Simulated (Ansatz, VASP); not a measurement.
**Two plane-wave programs on Ta2N**

Contents of INCAR:

```
ALGO = Normal ; EDIFF = 1E-6
ENCUT = 520 ; GGA = PE
ISIF = 2 ; ISMEAR = 0
LASPH = True ; LCHARG = False
LREAL = False ; LWAVE = False
NBANDS = 36 ; NELM = 80
PREC = Accurate ; SIGMA = 0.15
```

File KPOINTS:

```
k-points
0
Gamma
  17 17 5
```

The input POSCAR:

```
Ta2N
1.0
   -3.1011400595      0.0000000000      0.0000000000
   -1.5505700297     -2.6856660722      0.0000000000
    0.0000000000      0.0000000000      9.4637800776
Ta N
4 2
Direct
    0.6666666667      0.6666666667      0.1263342374
    0.6666666667      0.6666666667      0.6421841408
    0.3333333333      0.3333333333      0.9053655694
    0.3333333333      0.3333333333      0.3895156660
    0.0000000000      0.0000000000      0.7737748551
    0.0000000000      0.0000000000      0.2579249517
```

Input for Ansatz:

```yaml
crystal:
  lattice:
    - [-3.1011400595, 0.0, 0.0]
    - [-1.5505700297, -2.6856660722, 0.0]
    - [0.0, 0.0, 9.4637800776]
  atoms:
    - { symbol: Ta, position: [0.6666666667, 0.6666666667, 0.1263342374] }
    - { symbol: Ta, position: [0.6666666667, 0.6666666667, 0.6421841408] }
    - { symbol: Ta, position: [0.3333333333, 0.3333333333, 0.9053655694] }
    - { symbol: Ta, position: [0.3333333333, 0.3333333333, 0.389515666] }
    - { symbol: "N", position: [0.0, 0.0, 0.7737748551] }
    - { symbol: "N", position: [0.0, 0.0, 0.2579249517] }
basis:
  ecutwfc: 420
kpoints:
  mp_grid: { grid: [17, 17, 5] }
hamiltonian:
  xc: pbe
scf:
  occupations: { method: gaussian, width: 0.15 }
output:
  forces: true
  stress: true
  eigenvalues: true
```

Alike in both runs: task single point; functional PBE; k mesh 17 × 17 × 5; occupations gaussian, width 0.15 eV; no spin polarisation.

```csv
,VASP,Ansatz
version,VASP 6.6.1,Ansatz 0.2.0
potentials or method,"VASP PAW PBE potentials, release 64 (Ta_pv, N), cutoff 520 eV","scalar-relativistic, plane waves, PAW"
valence electrons in the cell,54,62
```

VASP gave:

| Property | Result |
| --- | --- |
| gap on the k mesh at the Fermi level (eV) | none |
| pressure (GPa) | 10.3 |
| traceless stress, the component that is largest in VASP (GPa) | 8.68 |
| rms of the force components (eV/Å) | 1.006 |

Estimate Ansatz's values.

gap on the k mesh at the Fermi level (eV): none; pressure (GPa): 9.8; traceless stress, the component that is largest in VASP (GPa): 8.74; rms of the force components (eV/Å): 1.022.

Atom by atom the forces differ by 0.024 eV/Å (rms over components). A gap of «none» marks a metal or a gap that the smearing closes. VASP's potentials hold 54 valence electrons a cell and Ansatz's 62, so a difference there can come from the potentials and not from the codes.

Neither program's run includes spin-orbit coupling.
